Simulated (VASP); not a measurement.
Write the native input for VASP 6.6.1 that does the following.

```
Task                   : single point
Functional             : PBE
Dispersion             : D3(BJ)
Potentials or basis    : VASP PAW PBE potentials, release 64 (Mo_sv, S)
Cutoff                 : 520 eV
k mesh                 : 12 × 12 × 4
Occupations            : gaussian, width 0.02 eV
Spin                   : no spin polarisation
Dipole correction      : no
Further INCAR settings : ALGO = Normal; EDIFF = 1e-06; NBANDS = 35
```

The structure of MoS2 lies in POSCAR:

```
MoS2
1.0
    3.1493511262      0.0000000000      0.0000000000
   -1.5746755631      2.7274180808      0.0000000000
    0.0000000000      0.0000000000     12.0907538905
Mo S
2 4
Direct
    0.3333333333      0.6666666667      0.2500000000
    0.6666666667      0.3333333333      0.7500000000
    0.3333333333      0.6666666667      0.6204905688
    0.6666666667      0.3333333333      0.1204905688
    0.3333333333      0.6666666667      0.8795094312
    0.6666666667      0.3333333333      0.3795094312
```

One way to write it, as run:

INCAR

```
SYSTEM = MoS2
PREC = Accurate
ENCUT = 520
EDIFF = 1E-6
ISMEAR = 0
SIGMA = 0.02
LREAL = .False.
LASPH = .True.
NELM = 100
ALGO = Normal
ISIF = 2
LWAVE = .False.
LCHARG = .False.
GGA = PE
IVDW = 12
NBANDS = 35
```

KPOINTS

```
regular mesh
0
Gamma
  12 12 4
  0 0 0
```

Potentials or basis: VASP PAW PBE potentials, release 64 (Mo_sv, S).

Command:

```console
$ cat potpaw_PBE.64/Mo_sv/POTCAR potpaw_PBE.64/S/POTCAR > POTCAR
$ mpirun -np 1 vasp_std > vasp.out
```

It gave:

```yaml
Pressure: -0.2 GPa
Largest_force: 0.014 eV/Å
Band_gap_on_the_k_mesh: 0.80 eV (least direct gap 1.70 eV)
Dispersion_energy_per_atom: -0.437 eV
```

Run time: 2.7 min on 1 thread of Intel(R) Xeon(R) Platinum 8488C (Sapphire Rapids), with other jobs on the host, peak memory 0.32 GiB.
